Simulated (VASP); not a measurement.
Runs of VASP 6.6.1 on Y2Si2F. The structure is that of space group P-3m1 (No. 164), or close to it. The cells are those of the table. 

```tsv
task	cell	k mesh	cutoff (eV)	gap on the mesh (eV)	pressure (GPa)	relaxed volume (Å³/atom)	largest force (eV/Å)
single point	a = 3.715, b = 3.715, c = 8.029 Å, angles 90.0, 90.0, 120.0°, 5 atoms	6 × 6 × 4	520	none	0.0	-	0.02
relaxation of cell and atoms	relaxed from a = 4.076, b = 4.076, c = 6.870 Å, angles 90.0, 90.0, 120.0°, 5 atoms	6 × 6 × 4	600	none	-0.1	19.20	0.02
single point	a = 3.711, b = 3.711, c = 8.083 Å, angles 90.0, 90.0, 120.0°, 5 atoms	12 × 12 × 6	520	none	-0.1	-	0.01
relaxation of cell and atoms	relaxed from a = 3.715, b = 3.715, c = 8.029 Å, angles 90.0, 90.0, 120.0°, 5 atoms	12 × 12 × 6	600	none	0.0	19.25	-
single point	a = 4.076, b = 4.076, c = 6.870 Å, angles 90.0, 90.0, 120.0°, 5 atoms	6 × 6 × 4	520	none	(b)	-	(a)
```

Alike in all rows: level PBE; potentials or basis VASP PAW PBE potentials, release 64 (Y_sv, Si, F); no spin polarisation; smearing gaussian 0.1 eV.

Question: Fill in the values left out.

Answer: (a) 5.08; (b) 20.8.

Caveats: an odd number of electrons without spin polarisation forces a metal; a magnetic or distorted state may lie lower.

A k mesh can miss the band edges, and the runs leave out spin-orbit coupling on Y.

A gap of «none» marks levels without a gap at the run's occupations.
